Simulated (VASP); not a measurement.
# BP (F-43m) in VASP: single point with PBE

Aim: the single point of BP with PBE.

Everything below comes from runs of VASP 6.6.1. Logs are shortened: lines on timing, memory, paths and dates and some standing lists are left out, and cuts for length are marked.

## (1) The cell of the first run

It takes space group F-43m (No. 216, cubic). The conventional cell has a = 4.538 Å, b = 4.538 Å, c = 4.538 Å, α = 90.00°, β = 90.00°, γ = 90.00°. B (site symmetry -43m) has 4 P at 1.97 Å within 2.6 Å. P (site symmetry -43m) has 4 B at 1.97 Å within 2.6 Å.

## (2) Single point, PBE

INCAR reads:

```
SYSTEM = BP
PREC = Accurate
ENCUT = 500
EDIFF = 1E-6
ISMEAR = 0
SIGMA = 0.01
LREAL = .False.
LASPH = .True.
NELM = 120
ALGO = Normal
ISIF = 2
LWAVE = .False.
LCHARG = .False.
GGA = PE
NBANDS = 11
GGA_COMPAT = .False.
```

KPOINTS reads:

```
Automatic mesh
0
Gamma
  10 10 10
  0 0 0
```

POSCAR reads:

```
BP
1.0
    0.0000000000      2.2690000000      2.2690000000
    2.2690000000      0.0000000000      2.2690000000
    2.2690000000      2.2690000000      0.0000000000
B P
1 1
Direct
    0.0000000000      0.0000000000      0.0000000000
    0.2500000000      0.2500000000      0.2500000000
```

Potentials or basis: VASP PAW PBE potentials, release 64 (B, P).

Run with:

```sh
cat potpaw_PBE.64/B/POTCAR potpaw_PBE.64/P/POTCAR > POTCAR
mpirun -np 1 vasp_std > vasp.out
```

OUTCAR:

```text
SYSTEM = BP
   PREC = Accurate
   ENCUT = 500
   EDIFF = 1E-6
   ISMEAR = 0
   LREAL = .False.
   LASPH = .True.
   NELM = 120
   ISIF = 2
   GGA = PE

 ion  position               nearest neighbor table
   1  0.000  0.000  0.000-   2 1.97   2 1.97   2 1.97   2 1.97
   2  0.250  0.250  0.250-   1 1.97   1 1.97   1 1.97   1 1.97

  LATTYP: Found a face centered cubic cell.
 ALAT       =     4.5380000000

  Lattice vectors:

 A1 = (   0.0000000000,   2.2690000000,   2.2690000000)
 A2 = (   2.2690000000,   0.0000000000,   2.2690000000)
 A3 = (   2.2690000000,   2.2690000000,   0.0000000000)

Analysis of symmetry for initial positions (statically):
=====================================================================
 Subroutine PRICEL returns:
 Original cell was already a primitive cell.

 Routine SETGRP: Setting up the symmetry group for a
 face centered cubic supercell.

 Subroutine GETGRP returns: Found 24 space group operations
 (whereof 24 operations were pure point group operations)
 out of a pool of 48 trial point group operations.

The static configuration has the point symmetry T_d .

Analysis of symmetry for dynamics (positions and initial velocities):
=====================================================================
 Subroutine PRICEL returns:
 Original cell was already a primitive cell.

 Routine SETGRP: Setting up the symmetry group for a
 face centered cubic supercell.

 Subroutine GETGRP returns: Found 24 space group operations
 (whereof 24 operations were pure point group operations)
 out of a pool of 48 trial point group operations.

The dynamic configuration has the point symmetry T_d .

 Subroutine INISYM returns: Found 24 space group operations
 (whereof 24 operations are pure point group operations),
 and found     1 'primitive' translations

----------------------------------------------------------------------------------------

                                     Primitive cell

  volume of cell :      23.3633

  direct lattice vectors                    reciprocal lattice vectors
     0.000000000  2.269000000  2.269000000    -0.220361393  0.220361393  0.220361393
     2.269000000  0.000000000  2.269000000     0.220361393 -0.220361393  0.220361393
     2.269000000  2.269000000  0.000000000     0.220361393  0.220361393 -0.220361393

  length of vectors
     3.208850573  3.208850573  3.208850573     0.381677128  0.381677128  0.381677128

  position of ions in fractional coordinates (direct lattice)
     0.000000000  0.000000000  0.000000000
     0.250000000  0.250000000  0.250000000

  ion indices of the primitive-cell ions
   primitive index   ion index
                 1           1
                 2           2

----------------------------------------------------------------------------------------

 KPOINTS: Automatic mesh

Automatic generation of k-mesh.
 Grid dimensions read from file:
 generate k-points for:   10   10   10

 Generating k-lattice:

  Cartesian coordinates                     Fractional coordinates (reciprocal lattice)
    -0.022036139  0.022036139  0.022036139     0.100000000  0.000000000  0.000000000
     0.022036139 -0.022036139  0.022036139     0.000000000  0.100000000  0.000000000
     0.022036139  0.022036139 -0.022036139     0.000000000  0.000000000  0.100000000

  Length of vectors
     0.038167713  0.038167713  0.038167713

  Shift w.r.t. Gamma in fractional coordinates (k-lattice)
     0.000000000  0.000000000  0.000000000

 Subroutine IBZKPT returns following result:
 ===========================================

 Found     47 irreducible k-points:

 Following reciprocal coordinates:
            Coordinates               Weight
  0.000000  0.000000  0.000000      1.000000
  0.100000  0.000000  0.000000      8.000000
  0.200000  0.000000  0.000000      8.000000
  0.300000  0.000000  0.000000      8.000000
  0.400000  0.000000  0.000000      8.000000
  0.500000  0.000000  0.000000      4.000000
[... 16 lines left out ...]
  0.300000  0.300000  0.000000      6.000000
  0.400000  0.300000  0.000000     24.000000
 [... further k-points ...]
   k-points           NKPTS =     47   k-points in BZ     NKDIM =     47   number of bands    NBANDS=     11
   number of dos      NEDOS =    301   number of ions     NIONS =      2
   total plane-waves  NPLWV =  13824
   dimension x,y,z NGX =    24 NGY =   24 NGZ =   24
   dimension x,y,z NGXF=    48 NGYF=   48 NGZF=   48
   ions per type =               1   1
   NGX,Y,Z   is equivalent  to a cutoff of  12.43, 12.43, 12.43 a.u.
   NGXF,Y,Z  is equivalent  to a cutoff of  24.87, 24.87, 24.87 a.u.
 SYSTEM =  BP
   PREC   = accura    normal or accurate (medium, high low for compatibility)
   ISTART =      0    job   : 0-new  1-cont  2-samecut
   ICHARG =      2    charge: 1-file 2-atom 10-const
   ISPIN  =      1    spin polarized calculation?
   LNONCOLLINEAR =      F non collinear calculations
   LSORBIT =      F    spin-orbit coupling
   LASPH  =      T    aspherical Exc in radial PAW
   ENCUT  =  500.0 eV  36.75 Ry    6.06 a.u.   5.85  5.85  5.85*2*pi/ulx,y,z
   NELM   =    120;   NELMIN=  2; NELMDL= -5     # of ELM steps
   EDIFF  = 0.1E-05   stopping-criterion for ELM
   LREAL  =      F    real-space projection
[... 7 lines left out ...]
   TEBEG  =    0.0;   TEEND  =   0.0 temperature during run
   PSTRESS=    0.0 pullay stress
   NELECT =       8.0000    total number of electrons
   NUPDOWN=      -1.0000    fix difference up-down
   EMIN   =  10.00;   EMAX   =-10.00  energy-range for DOS
   EFERMI =   0.00;   METHOD = LEGACY
   ISMEAR =     0;   SIGMA  =   0.01  broadening in eV -4-tet -1-fermi 0-gaus
   EFERMI_NEDOS =   21; number of points for ismear=-14 and -15
   IALGO  =     38    algorithm
   IMIX   =      4    mixing-type and parameters
     AMIX     =   0.40;   BMIX     =  1.00
     AMIX_MAG =   1.60;   BMIX_MAG =  1.00
  volume/ion in A,a.u.               =      11.68        78.83
  Fermi-wavevector in a.u.,A,eV,Ry     =   1.145320  2.164342 17.847562  1.311759
  Thomas-Fermi vector in A             =   2.282009
   LORBIT       =      0    0 simple, 1 ext, 2 COOP (PROOUT), +10 PAW based schemes
   GGA     = PE    functional components
   LHFCALC =     F    Hartree Fock is set to
   AEXX    =    0.0000 exact exchange contribution
   IVDW    =     0    specifies the selected vdW correction
   LEPSILON=     F    determine dielectric tensor
   LRPA    =     F    only Hartree local field effects (RPA)
 non-spin polarized calculation
 Gauss-broadening in eV      SIGMA  =   0.01
  energy-cutoff  :      500.00
  volume of cell :       23.36
 maximum number of plane-waves:       609
   NGX = 11   NGY = 11   NGZ = 11

 number of electron       8.0000000 magnetization

 Free energy of the ion-electron system (eV)
  ---------------------------------------------------
  ext. energy  EPLUGINS =         0.00000000
  ---------------------------------------------------
  free energy    TOTEN  =       -12.93015638 eV

  energy without entropy =      -12.93015638  energy(sigma->0) =      -12.93015638

 E-fermi :   7.5676     XC(G=0): -10.9072

 val. band max:        7.4329398459   @ k =   0.0000   0.0000   0.0000
 cond. band min:       8.6722005530   @ k =   0.4000   0.4000   0.0000
 fundamental gap:      1.2392607072
 Fermi energy:         7.5676378128

 k-point     1 :       0.0000    0.0000    0.0000
  band No.  band energies     occupation
      1      -8.0275      2.00000
      2       7.4329      2.00000
      3       7.4329      2.00000
      4       7.4329      2.00000
      5      10.8336      0.00000
      6      10.8336      0.00000
      7      10.8336      0.00000
      8      14.8073      0.00000
      9      18.9457      0.00000
     10      19.5616      0.00000
     11      19.5616      0.00000

 k-point     2 :       0.1000    0.0000    0.0000
  band No.  band energies     occupation
      1      -7.8473      2.00000
      2       6.1311      2.00000
      3       7.1382      2.00000
      4       7.1382      2.00000
      5      11.2419      0.00000
      6      11.2419      0.00000
      7      11.2704      0.00000
      8      15.3283      0.00000
      9      18.8777      0.00000
     10      18.8777      0.00000
     11      19.5144      0.00000

 k-point     3 :       0.2000    0.0000    0.0000
  band No.  band energies     occupation
      1      -7.3137      2.00000
      2       3.7894      2.00000
      3       6.5792      2.00000
      4       6.5792      2.00000
      5      11.4681      0.00000
      6      11.9617      0.00000
      7      11.9617      0.00000
      8      16.5014      0.00000
      9      18.2768      0.00000
     10      18.2768      0.00000
     11      20.3746      0.00000

 k-point     4 :       0.3000    0.0000    0.0000
  band No.  band energies     occupation
      1      -6.4566      2.00000
      2       1.4300      2.00000
      3       6.0901      2.00000
      4       6.0901      2.00000
      5      11.3743      0.00000
      6      12.2909      0.00000
      7      12.2909      0.00000
      8      17.4121      0.00000
      9      18.8536      0.00000
     10      18.8536      0.00000
     11      20.6373      0.00000
[... 239 lines left out ...]
 k-point    22 :      -0.2000    0.2000    0.0000
  band No.  band energies     occupation
      1      -6.1651      2.00000
      2       2.1841      2.00000
      3       3.2612      2.00000
      4       6.1894      2.00000
      5      11.9078      0.00000
      6      12.7495      0.00000
      7      13.8203      0.00000
      8      15.7722      0.00000
      9      16.9353      0.00000
     10      21.0503      0.00000
     11      23.2380      0.00000

 k-point    23 :       0.3000    0.3000    0.0000
  band No.  band energies     occupation
      1      -5.9128      2.00000
      2       2.6006      2.00000
      3       4.2124      2.00000
      4       4.2124      2.00000
      5       8.9572      0.00000
      6      11.3432      0.00000
      7      16.2983      0.00000
      8      16.2983      0.00000
      9      20.4927      0.00000
     10      21.8177      0.00000
     11      23.9730      0.00000

 k-point    24 :       0.4000    0.3000    0.0000
  band No.  band energies     occupation
      1      -5.0879      2.00000
      2       1.2729      2.00000
      3       3.3846      2.00000
      4       3.9178      2.00000
      5       9.2445      0.00000
      6      11.0562      0.00000
      7      16.9124      0.00000
      8      16.9207      0.00000
      9      21.4340      0.00000
     10      22.6950      0.00000
     11      24.4915      0.00000

 [... further k-points ...]

------------------------ aborting loop because EDIFF is reached ----------------------------------------

  FORCE on cell =-STRESS in cart. coord.  units (eV):
  Direction    XX          YY          ZZ          XY          YZ          ZX
  --------------------------------------------------------------------------------------
  -------------------------------------------------------------------------------------
  Total        0.1309530      0.1309530      0.1309530      0.0000000     -0.0000000      0.0000000
  in kB        8.9803328      8.9803328      8.9803328      0.0000000     -0.0000000      0.0000000
  external PRESSURE =       8.9803328 kB  Pullay stress =       0.0000000 kB

 VOLUME and BASIS-vectors are now :
 -----------------------------------------------------------------------------
  energy-cutoff  :      500.00
  volume of cell :       23.36
      direct lattice vectors                 reciprocal lattice vectors
     0.000000000  2.269000000  2.269000000    -0.220361393  0.220361393  0.220361393
     2.269000000  0.000000000  2.269000000     0.220361393 -0.220361393  0.220361393
     2.269000000  2.269000000  0.000000000     0.220361393  0.220361393 -0.220361393

 POSITION                                       TOTAL-FORCE (eV/Angst)
 -----------------------------------------------------------------------------------
      0.00000      0.00000      0.00000         0.000000     -0.000000     -0.000000
      1.13450      1.13450      1.13450        -0.000000      0.000000      0.000000
 -----------------------------------------------------------------------------------
    total drift:                                0.000000      0.000000      0.000000

  FREE ENERGIE OF THE ION-ELECTRON SYSTEM (eV)
  ---------------------------------------------------
  free  energy   TOTEN  =       -12.9301563808 eV

  energy  without entropy=      -12.9301563808  energy(sigma->0) =      -12.93015638
```

Run time: 11 s. Hardware: 1 thread of Intel Xeon 8259CL, shared host; peak memory 0.14 GiB.

Results:

* Free energy: -12.9302 eV
* Pressure: 0.9 GPa
* Band gap on the k mesh: 1.24 eV, indirect (least direct gap 3.40 eV)

Levels at points of the mesh, in eV from the valence-band top:
```tsv
k point	band 1	band 2	band 3	band 4	band 5	band 6	band 7	band 8
(0.00, 0.00, 0.00)	-15.46	0.00	0.00	0.00	3.40	3.40	3.40	7.37
(0.50, 0.00, 0.00)	-12.14	-9.03	-1.76	-1.76	3.78	4.71	4.71	10.13
(0.50, 0.50, 0.00)	-10.61	-8.58	-4.11	-4.11	1.33	1.66	12.12	12.12
```

A k mesh can miss the band edges. Expect the measured gap to be larger: semilocal functionals such as PBE lack the derivative discontinuity.
